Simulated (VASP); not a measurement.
Here is a VASP 6.6.1 calculation.

File INCAR:

```
ALGO = Normal
EDIFF = 1E-6
ENCUT = 520
GGA = PS
ISIF = 2
ISMEAR = -1
LASPH = T
LCHARG = F
LREAL = F
LWAVE = F
NBANDS = 11
NELM = 60
PREC = Accurate
SIGMA = 0.05
```

KPOINTS

```
k-points
0
Gamma
  13 13 13
```

File POSCAR:

```
BN
1.0
    0.0000000000      3.5413121025      2.1945957093
    1.2681028322      0.0000000000      2.1945957093
    1.2681028322      3.5413121025      0.0000000000
N B
1 1
Direct
    0.6666513400      0.6666513400      0.3333486600
    0.0000486500      0.0000486500      0.9999513500
```

Potentials or basis: VASP PAW PBE potentials, release 64 (N, B).

The run is started by

```console
$ cat potpaw_PBE.64/N/POTCAR potpaw_PBE.64/B/POTCAR > POTCAR
$ mpirun -np 1 vasp_std > vasp.out
```

(1) What does it give for the largest force?

(2) Predict the band gap on the k mesh.

Answers

(1) 0.008 eV/Å.

(2) 3.77 eV (least direct gap 4.50 eV).

Caveat: the PAW data sets were made with another functional, which shifts forces and pressure a little.
